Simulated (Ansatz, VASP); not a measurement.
One calculation of CdS, two programs

```xyz
4
Lattice="4.1500 0.0000 0.0000 -2.0750 3.5940 0.0000 0.0000 0.0000 6.7370" Properties=species:S:1:pos:R:3 pbc="T T T"
Cd    0.0000    2.3960   -0.0069
Cd    2.0750    1.1980    3.3616
S     0.0000    2.3960    2.5333
S     2.0750    1.1980    5.9018
```

Alike in both runs: functional PBE; k mesh 12 × 12 × 7; occupations fermi-dirac, width 0.02 eV; no spin polarisation.

Ansatz relaxed the structure, and its values are those at the end. VASP's run is a single point on that final structure, the one shown.

```csv
,VASP,Ansatz
version,VASP 6.6.1,Ansatz 0.2.0
potentials or method,"VASP PAW PBE potentials, release 64 (Cd, S)","plane-wave PAW, scalar-relativistic"
plane-wave cutoff (eV),520,420
valence electrons in the cell,36,52
```

VASP gave:

* gap on the k mesh at the Fermi level (eV): 1.20
* pressure (GPa): 2.4

What did Ansatz give for the same quantities?

gap on the k mesh at the Fermi level (eV): 1.20; pressure (GPa): 2.1.

With one functional, cell and mesh, what is left measures potentials, basis and numerics. VASP's potentials hold 36 valence electrons a cell and Ansatz's 52, so a difference there can come from the potentials and not from the codes. Ansatz's warnings: stress scf threshold loose.
